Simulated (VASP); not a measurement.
Here is a VASP 6.6.1 calculation.

Contents of POSCAR:

```
ZnS
1.0
    1.9030712000      1.0987386696      9.3519478333
   -1.9030712000      1.0987386696      9.3519478333
    0.0000000000     -2.1974773392      9.3519478333
Zn S
3 3
Direct
    0.9999711367      0.9999711367      0.9999711367
    0.2222694100      0.2222694100      0.2222694100
    0.4446134433      0.4446134433      0.4446134433
    0.0832671700      0.0832671700      0.0832671700
    0.5278423033      0.5278423033      0.5278423033
    0.3053625400      0.3053625400      0.3053625400
```

File INCAR.step1:

```
SYSTEM = ZnS
PREC     = Accurate       ! precision mode
ENCUT    = 550            ! plane-wave cutoff, eV
ISMEAR   = 0              ! smearing method
SIGMA    = 0.01           ! smearing width, eV
LREAL    = .FALSE.        ! projectors in reciprocal space
LASPH    = .TRUE.         ! aspherical terms in the spheres
NELM     = 200            ! most SCF steps
LDAU     = .TRUE.         ! DFT+U
LDAUTYPE = 2            
LDAUL    = 2 -1           ! shell
LDAUU    = 5 0            ! U, eV
LDAUJ    = 0 0          
NBANDS   = 36             ! bands
GGA      = PE             ! functional
ALGO     = Normal         ! electronic algorithm
EDIFF    = 1E-5           ! SCF threshold, eV
LWAVE    = .TRUE.         ! write WAVECAR
LCHARG   = .FALSE.        ! write CHGCAR
GGA_COMPAT= .FALSE.
```

File INCAR.step2:

```
SYSTEM = ZnS
PREC     = Accurate       ! precision mode
ENCUT    = 550            ! plane-wave cutoff, eV
EDIFF    = 1E-6           ! SCF threshold, eV
ISMEAR   = 0              ! smearing method
SIGMA    = 0.01           ! smearing width, eV
LREAL    = .FALSE.        ! projectors in reciprocal space
LASPH    = .TRUE.         ! aspherical terms in the spheres
NELM     = 200            ! most SCF steps
ALGO     = Normal         ! electronic algorithm
ISIF     = 2              ! what is computed and relaxed
LWAVE    = .FALSE.        ! write WAVECAR
LCHARG   = .FALSE.        ! write CHGCAR
LDAU     = .TRUE.         ! DFT+U
LDAUTYPE = 2            
LDAUL    = 2 -1           ! shell
LDAUU    = 5 0            ! U, eV
LDAUJ    = 0 0          
LDAUPRINT= 1            
METAGGA  = R2SCAN         ! meta-GGA
LMIXTAU  = .TRUE.       
NBANDS   = 36             ! bands
ISTART   = 1            
GGA_COMPAT= .FALSE.
```

Contents of KPOINTS:

```
regular mesh
0
G
  6 6 6
  0 0 0
```

Potentials or basis: VASP PAW PBE potentials, release 64 (Zn, S).

Launch:

```sh
$ cat potpaw_PBE.64/Zn/POTCAR potpaw_PBE.64/S/POTCAR > POTCAR
$ cp INCAR.step1 INCAR
$ mpirun -np 1 vasp_std > vasp.out
$ cp INCAR.step2 INCAR
$ mpirun -np 1 vasp_std > vasp.out
```

Question: Predict the pressure.

Answer: -1.7 GPa.

Question: Predict the largest force.

Answer: 0.023 eV/Å.

Eigenvalues of the final occupation matrices:
```tsv
site	spin	trace	eigenvalues
site 1 d	1	4.96	0.98 0.98 1.00 1.00 1.00
site 1 d	2	4.96	0.98 0.98 1.00 1.00 1.00
site 2 d	1	4.97	0.98 0.98 1.00 1.00 1.00
site 2 d	2	4.97	0.98 0.98 1.00 1.00 1.00
site 3 d	1	4.96	0.98 0.98 1.00 1.00 1.00
site 3 d	2	4.96	0.98 0.98 1.00 1.00 1.00
```

Caveat: the PAW data sets were made with another functional, which shifts forces and pressure a little.
